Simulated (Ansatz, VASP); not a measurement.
# One calculation of SiC, two programs

```xyz
2
Lattice="0.0000 2.1781 2.1781 2.1781 0.0000 2.1781 2.1781 2.1781 0.0000" Properties=species:S:1:pos:R:3 pbc="T T T"
Si   -0.0505   -0.0505   -0.0505
C     3.2672    3.2672    3.2672
```

Change from the starting cell: all Si atoms moved +0.087 Å, as atom 1 towards its neighbour atom 2 (C) at 1.886 Å.

Alike in both runs: task single point; functional r2SCAN; k mesh 10 × 10 × 10; occupations gaussian, width 0.05 eV; no spin polarisation.

|  | VASP | Ansatz |
| --- | --- | --- |
| version | VASP 6.6.1 | Ansatz 0.2.0 |
| potentials or method | VASP PAW PBE potentials, release 64 (Si, C), cutoff 660 eV | scalar-relativistic, plane waves, PAW |
| valence electrons in the cell | 8 | 8 |

```csv
,VASP,Ansatz,Ansatz less VASP
gap on the k mesh at the Fermi level (eV),1.46,1.45,-0.013
least direct gap on the mesh (eV),4.91,4.90,-0.014
pressure (GPa),0.7,1.1,+0.41
"traceless stress, the component that is largest in VASP (GPa)",3.82,3.86,+0.038
rms of the force components (eV/Å),1.183,1.187,+0.0044
```

VASP's potentials were made for PBE, not for r2SCAN. Atom by atom the forces differ by 0.004 eV/Å (rms over components).
